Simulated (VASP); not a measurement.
# Re (Fm-3m) in VASP: a series of runs

Re is run at these levels: PBE; tasks: single point.

All numbers are computed with VASP 6.6.1; they aren't measurements. Logs are shortened: lines on timing, memory, paths and dates and some standing lists are left out, and cuts for length are marked.

## (1) The cell of the first run

It takes space group Fm-3m (No. 225, cubic). Conventional cell: a = 3.950 Å, b = 3.950 Å, c = 3.950 Å, α = 90.00°, β = 90.00°, γ = 90.00°. Within 3.7 Å of Re (site symmetry m-3m) lie 12 Re at 2.79 Å.

This isn't the form of Re at room conditions, which is hcp.

## (2) Single point, PBE, collinear spin

INCAR reads:

```
SYSTEM = Re
ALGO     = Normal         ! electronic algorithm
EDIFF    = 1E-6           ! SCF threshold, eV
ENCUT    = 520            ! plane-wave cutoff, eV
GGA      = PE             ! functional
ISIF     = 2              ! what is computed and relaxed
ISMEAR   = -1             ! smearing method
ISPIN    = 2              ! spin polarisation
LASPH    = .True.         ! aspherical terms in the spheres
LCHARG   = .False.        ! write CHGCAR
LMAXMIX  = 4              ! l up to which the mixer works
LORBIT   = 11             ! projections on sites
LREAL    = .False.        ! projectors in reciprocal space
LWAVE    = .False.        ! write WAVECAR
MAGMOM   = 0.5            ! initial moments
NBANDS   = 14             ! bands
NELM     = 150            ! most SCF steps
NUPDOWN  = 0.5            ! fixed moment
PREC     = Accurate       ! precision mode
SIGMA    = 0.1            ! smearing width, eV
```

KPOINTS reads:

```
k-points
0
Gamma
  17 17 17
  0 0 0
```

POSCAR reads:

```
Re
1.0
    0.0000000000      1.9750000000      1.9750000000
    1.9750000000      0.0000000000      1.9750000000
    1.9750000000      1.9750000000      0.0000000000
Re
1
Direct
    0.0000000000      0.0000000000      0.0000000000
```

Potentials or basis: VASP PAW PBE potentials, release 64 (Re).

Command:

```
> cat potpaw_PBE.64/Re/POTCAR > POTCAR
> mpirun -np 1 vasp_std > vasp.out
```

OUTCAR:

```text
SYSTEM = Re
   EDIFF = 1E-6
   ENCUT = 520
   GGA = PE
   ISIF = 2
   ISMEAR = -1
   ISPIN = 2
   LASPH = .True.
   LORBIT = 11
   LREAL = .False.
   NELM = 150
   NUPDOWN = 0.5
   PREC = Accurate

 ion  position               nearest neighbor table
   1  0.000  0.000  0.000-

  LATTYP: Found a face centered cubic cell.
 ALAT       =     3.9500000000

  Lattice vectors:

 A1 = (   0.0000000000,   1.9750000000,   1.9750000000)
 A2 = (   1.9750000000,   0.0000000000,   1.9750000000)
 A3 = (   1.9750000000,   1.9750000000,   0.0000000000)

Analysis of symmetry for initial positions (statically):
=====================================================================
 Subroutine PRICEL returns:
 Original cell was already a primitive cell.

 Routine SETGRP: Setting up the symmetry group for a
 face centered cubic supercell.

 Subroutine GETGRP returns: Found 48 space group operations
 (whereof 48 operations were pure point group operations)
 out of a pool of 48 trial point group operations.

The static configuration has the point symmetry O_h .

Analysis of symmetry for dynamics (positions and initial velocities):
=====================================================================
 Subroutine PRICEL returns:
 Original cell was already a primitive cell.

 Routine SETGRP: Setting up the symmetry group for a
 face centered cubic supercell.

 Subroutine GETGRP returns: Found 48 space group operations
 (whereof 48 operations were pure point group operations)
 out of a pool of 48 trial point group operations.

The dynamic configuration has the point symmetry O_h .

Analysis of structural, dynamic, and magnetic symmetry:
=====================================================================
 Subroutine PRICEL returns:
 Original cell was already a primitive cell.

 Routine SETGRP: Setting up the symmetry group for a
 face centered cubic supercell.

 Subroutine GETGRP returns: Found 48 space group operations
 (whereof 48 operations were pure point group operations)
 out of a pool of 48 trial point group operations.

The overall configuration has the point symmetry O_h .

 Subroutine INISYM returns: Found 48 space group operations
 (whereof 48 operations are pure point group operations),
 and found     1 'primitive' translations

----------------------------------------------------------------------------------------

                                     Primitive cell

  volume of cell :      15.4075

[... 121 lines left out ...]
 NGX is ok and might be reduce to    24
   NGX = 11   NGY = 11   NGZ = 11

 number of electron       7.0000000 magnetization       0.5000000

 Free energy of the ion-electron system (eV)
  ---------------------------------------------------
  ext. energy  EPLUGINS =         0.00000000
  ---------------------------------------------------
  free energy    TOTEN  =       -12.27007580 eV

  energy without entropy =      -12.24021571  energy(sigma->0) =      -12.25514576

 E-fermi :   7.1561     XC(G=0): -13.4725

 val. band max:        7.8894533615   @ k =  -0.2353   0.4118   0.1765
 cond. band min:       7.1627144979   @ k =  -0.4118   0.2353   0.1176
 fundamental gap:     -0.7267388635
 Fermi energy:         7.8997381974

 spin component 1

 k-point     1 :       0.0000    0.0000    0.0000
  band No.  band energies     occupation
      1      -2.3368      1.00000
      2       5.6699      1.00000
      3       5.6699      1.00000
      4       5.6699      1.00000
      5       8.5763      0.00115
      6       8.5763      0.00115
      7      21.3837      0.00000
      8      26.7023      0.00000
      9      26.7023      0.00000
     10      26.7023      0.00000
     11      30.9854      0.00000
     12      42.3540      0.00000
     13      42.3545      0.00000
     14      42.5971      0.00000
[... 379 lines left out ...]
      3       6.0578      1.00000
      4       6.0723      1.00000
      5       8.0441      0.19093
      6       8.6461      0.00057
      7      23.0209      0.00000
      8      24.0603      0.00000
      9      27.4760      0.00000
     10      28.8259      0.00000
     11      33.8904      0.00000
     12      36.8130      0.00000
     13      37.8028      0.00000
     14      39.8090      0.00000

 [... further k-points ...]

 spin component 2

 k-point     1 :       0.0000    0.0000    0.0000
  band No.  band energies     occupation
      1      -2.0999      1.00000
      2       5.9402      0.99999
      3       5.9402      0.99999
      4       5.9402      0.99999
      5       8.9949      0.00000
      6       8.9949      0.00000
      7      21.5056      0.00000
      8      27.0147      0.00000
      9      27.0147      0.00000
     10      27.0147      0.00000
     11      31.0497      0.00000
     12      42.6901      0.00000
     13      42.6904      0.00000
     14      42.8021      0.00000
[... 379 lines left out ...]
      3       6.3294      0.99974
      4       6.3493      0.99969
      5       8.4563      0.00000
      6       9.0550      0.00000
      7      23.1572      0.00000
      8      24.2910      0.00000
      9      27.7878      0.00000
     10      29.1390      0.00000
     11      34.0809      0.00000
     12      36.9977      0.00000
     13      38.0177      0.00000
     14      40.0538      0.00000

 [... further k-points ...]

------------------------ aborting loop because EDIFF is reached ----------------------------------------

  FORCE on cell =-STRESS in cart. coord.  units (eV):
  Direction    XX          YY          ZZ          XY          YZ          ZX
  --------------------------------------------------------------------------------------
  -------------------------------------------------------------------------------------
  Total       -0.7617646     -0.7617646     -0.7617646     -0.0000000     -0.0000000     -0.0000000
  in kB      -79.2136591    -79.2136591    -79.2136591     -0.0000000     -0.0000000     -0.0000000
  external PRESSURE =     -79.2136591 kB  Pullay stress =       0.0000000 kB

 VOLUME and BASIS-vectors are now :
 -----------------------------------------------------------------------------
  energy-cutoff  :      520.00
  volume of cell :       15.41
      direct lattice vectors                 reciprocal lattice vectors
     0.000000000  1.975000000  1.975000000    -0.253164557  0.253164557  0.253164557
     1.975000000  0.000000000  1.975000000     0.253164557 -0.253164557  0.253164557
     1.975000000  1.975000000  0.000000000     0.253164557  0.253164557 -0.253164557

 POSITION                                       TOTAL-FORCE (eV/Angst)
 -----------------------------------------------------------------------------------
      0.00000      0.00000      0.00000         0.000000     -0.000000      0.000000
 -----------------------------------------------------------------------------------
    total drift:                                0.000000     -0.000000     -0.000000

  FREE ENERGIE OF THE ION-ELECTRON SYSTEM (eV)
  ---------------------------------------------------
  free  energy   TOTEN  =       -12.2700757969 eV

  energy  without entropy=      -12.2402157143  energy(sigma->0) =      -12.25514576

 total charge

# of ion       s       p       d       tot
------------------------------------------
    1        0.604   0.631   4.755   5.990

 magnetization (x)

# of ion       s       p       d       tot
------------------------------------------
    1        0.007   0.033   0.426   0.467
```

OSZICAR:

```text
N       E                     dE             d eps       ncg     rms          rms(c)
DAV:   1     0.709687488747E+01    0.70969E+01   -0.32383E+03 15094   0.548E+02
DAV:   2    -0.127567154873E+02   -0.19854E+02   -0.18716E+02 15672   0.164E+02
DAV:   3    -0.129834472353E+02   -0.22673E+00   -0.22603E+00 13980   0.138E+01
DAV:   4    -0.129836375387E+02   -0.19030E-03   -0.19027E-03 11794   0.265E-01
DAV:   5    -0.129836403404E+02   -0.28016E-05   -0.28021E-05 14230   0.281E-02    0.275E+01
DAV:   6    -0.124521627432E+02    0.53148E+00   -0.37355E-01 15582   0.133E+01    0.107E+01
DAV:   7    -0.122763809069E+02    0.17578E+00   -0.26133E-01 15702   0.105E+01    0.149E+00
DAV:   8    -0.122730490339E+02    0.33319E-02   -0.25489E-03 13510   0.368E-01    0.692E-01
DAV:   9    -0.122701239195E+02    0.29251E-02   -0.15086E-03 14712   0.283E-01    0.132E-01
DAV:  10    -0.122700710497E+02    0.52870E-04   -0.18975E-04 13622   0.870E-02    0.242E-02
DAV:  11    -0.122700739329E+02   -0.28832E-05   -0.11584E-05 13990   0.224E-02    0.137E-02
DAV:  12    -0.122700757810E+02   -0.18481E-05   -0.15802E-06 12618   0.891E-03    0.511E-03
DAV:  13    -0.122700757969E+02   -0.15865E-07   -0.69909E-08  8574   0.276E-03
   1 F= -.12270076E+02 E0= -.12255146E+02  d E =-.298601E-01  mag=     0.5000
```

stdout:

```text
POSCAR found type information on POSCAR Re
 POSCAR found :  1 types and       1 ions
 scaLAPACK will be used
 LDA part: xc-table for (Slater+PW92), standard interpolation
 POSCAR, INCAR and KPOINTS ok, starting setup
 FFT: planning ... GRIDC
 FFT: planning ... GRID_SOFT
 FFT: planning ... GRID
 WAVECAR not read
 entering main loop
```

Run time: 96 s. Hardware: 1 thread of AMD EPYC 9R14 (Zen 4), shared host; peak memory 0.16 GiB.

What came out:

```yaml
Free_energy: -12.2701 eV
Pressure: -7.9 GPa
Net_moment: 0.50 μB per cell
Site_moments: Re +0.47 μB
Valence_electrons_inside_the_program's_atomic_spheres: Re 5.99
```

Caveat: the cell stands under tension; spin-orbit coupling is left out, which moves the levels of the heavy elements; the total moment is fixed, so each spin has its own Fermi level.

## (3) Single point, PBE, collinear spin

INCAR reads:

```
PREC = Accurate
ENCUT = 520
EDIFF = 1E-7
ISMEAR = -1
SIGMA = 0.1
LREAL = F
LASPH = T
NELM = 150
ALGO = Normal
ISIF = 2
LWAVE = F
LCHARG = F
ISPIN = 2
MAGMOM = 0.8
LORBIT = 11
NUPDOWN = 0.8
LMAXMIX = 4
GGA = PE
NBANDS = 14
```

KPOINTS reads:

```
regular mesh
0
Gamma
  17 17 17
```

POSCAR is that of step 2.

Potentials or basis: VASP PAW PBE potentials, release 64 (Re).

Command:

```
> cat potpaw_PBE.64/Re/POTCAR > POTCAR
> mpirun -np 1 vasp_std > vasp.out
```

Wall time 96 s (1 thread of AMD EPYC 9R14 (Zen 4), shared host); peak memory 0.16 GiB.

Results (log left out):

```yaml
Free_energy: -12.1200 eV
Pressure: -5.2 GPa
Net_moment: 0.80 μB per cell
Site_moments: Re +0.75 μB
Valence_electrons_inside_the_program's_atomic_spheres: Re 6.00
```

Caveat: the cell stands under tension; spin-orbit coupling is left out, which moves the levels of the heavy elements; the total moment is fixed, so each spin has its own Fermi level.

## (4) Single point, PBE, collinear spin

INCAR reads:

```
PREC = Accurate
ENCUT = 520
EDIFF = 1E-6
ISMEAR = -1
SIGMA = 0.1
LREAL = False
LASPH = True
NELM = 150
ALGO = Normal
ISIF = 2
LWAVE = False
LCHARG = True
ISPIN = 2
MAGMOM = 1.2
LORBIT = 11
NUPDOWN = 1.2
LMAXMIX = 4
GGA = PE
LELF = True
LVHAR = True
NBANDS = 14
```

KPOINTS reads:

```
Automatic mesh
0
Gamma
  17 17 17
```

POSCAR is that of step 3.

Command:

```
> cat potpaw_PBE.64/Re/POTCAR > POTCAR
> mpirun -np 1 vasp_std > vasp.out
```

Run time: 94 s. Hardware: 1 thread of AMD EPYC 9R14 (Zen 4), shared host; peak memory 0.16 GiB.

It converged, with:

| Item | Value |
| --- | --- |
| Free energy | -11.8112 eV |
| Pressure | 0.9 GPa |
| Net moment | 1.20 μB per cell |
| Site moments | Re +1.12 μB |
| Valence electrons inside the program's atomic spheres | Re 6.00 |

Caveat: spin-orbit coupling is left out, which moves the levels of the heavy elements; the total moment is fixed, so each spin has its own Fermi level.

## (5) Summary

| fixed moment (μB) | pressure (GPa) | moment (μB) |
| --- | --- | --- |
| 0.5 | -7.9 | 0.50 |
| 0.8 | -5.2 | 0.80 |
| 1.2 | 0.9 | 1.20 |

Alike in all rows: task single point; level PBE; potentials or basis VASP PAW PBE potentials, release 64 (Re); spin collinear; cell as given; k mesh 17 × 17 × 17; cutoff (eV) 520; smearing fermi-dirac 0.1 eV.

Caveats: spin-orbit coupling is left out, which moves the levels of the heavy elements; the total moment is fixed, so each spin has its own Fermi level; the cell stands under tension (at least some runs).

Total energies depend on the potentials used, so only differences within one code and one set of settings carry meaning.
